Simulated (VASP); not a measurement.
Input of a VASP 6.6.1 run:

The input INCAR:

```
SYSTEM = In8Ag5SbPb2
ALGO = Fast ; EDIFF = 1E-6
ENCUT = 520 ; GGA = PE
ISIF = 2 ; ISMEAR = 0
ISYM = 0 ; LASPH = .True.
LCHARG = .False. ; LREAL = Auto
LWAVE = .False. ; NBANDS = 110
NELM = 80 ; PREC = Accurate
SIGMA = 0.1
```

File KPOINTS:

```
k-points
0
Gamma
  3 3 3
  0 0 0
```

File POSCAR:

```
In8Ag5SbPb2
1.0
    7.1860472094     -0.0296703104     -0.2849988155
   -0.0325935731      7.0532069083     -0.3394271333
   -0.2914196870     -0.3487376102      8.1240997196
Ag In Sb Pb
5 8 1 2
Direct
    0.0736589629      0.0414508172      0.9390634483
    0.9249681391      0.3898186052      0.0832798017
    0.5343046118      0.4171156346      0.0566869742
    0.4243626008      0.0924437569      0.5631750733
    0.2482166058      0.7613612255      0.7209754799
    0.0325079680      0.9739743299      0.4829114838
    0.2545015847      0.2213225206      0.2500989218
    0.6987975526      0.2004556063      0.3310642960
    1.0073759663      0.5153858921      0.4615575429
    0.2341114134      0.3716350471      0.7943685712
    0.5103381492      0.6003126883      0.4909740954
    0.7208607700      0.7664401838      0.2113581954
    0.7913390066      0.2281461210      0.7304191752
    0.5069292142      1.0138713374      0.9189191285
    0.2205911364      0.7126243903      0.1349933418
    0.8294190813      0.6931642109      0.8254251618
```

Potentials or basis: VASP PAW PBE potentials, release 64 (Ag, In_d, Sb, Pb_d).

The run is started by

```console
$ cat potpaw_PBE.64/Ag/POTCAR potpaw_PBE.64/In_d/POTCAR potpaw_PBE.64/Sb/POTCAR potpaw_PBE.64/Pb_d/POTCAR > POTCAR
$ mpirun -np 1 vasp_std > vasp.out
```

Question: Predict the pressure.

Answer: 0.0 GPa.

Question: What does it give for the band gap on the k mesh?

Answer: Zero (band 96 reaches 7.38 eV, above the bottom of band 97 at 6.68 eV).

Question: Predict the largest force.

Answer: 0.063 eV/Å.

Stress tensor (GPa, compression positive):
```
-0.08  0.01 -0.04
 0.01  0.04  0.05
-0.04  0.05 -0.08
```

Caveat: spin-orbit coupling is left out, which moves the levels of the heavy elements.
